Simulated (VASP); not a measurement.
I2, 2 atoms in the cell. The cell holds a molecule in a box, 2 atoms: a = 9.000 Å, b = 10.700 Å, c = 11.800 Å, α = 90.00°, β = 90.00°, γ = 90.00°. 

- Program: VASP 6.6.1
- Task: single point
- Functional: PBE
- Dispersion: D3(BJ)
- Potentials or basis: VASP PAW PBE potentials, release 64 (I)
- Cutoff: 520 eV
- k mesh: 1 × 1 × 1
- Occupations: gaussian, width 0.01 eV
- Spin: no spin polarisation
- Dipole correction: no
- Further INCAR settings: ALGO = Normal; EDIFF = 1e-06; NBANDS = 14

Potentials or basis: VASP PAW PBE potentials, release 64 (I).

Run with:

```console
$ cat potpaw_PBE.64/I/POTCAR > POTCAR
$ mpirun -np 1 vasp_gam > vasp.out
```

Hardware: 1 thread of Intel(R) Xeon(R) Platinum 8488C (Sapphire Rapids) (shared host).

Q: Estimate the wall time of this run.

A: It took 51 s on 1 thread of Intel(R) Xeon(R) Platinum 8488C (Sapphire Rapids), on a shared host, peak memory 0.85 GiB. Counts: scf iterations 21, k points 1.
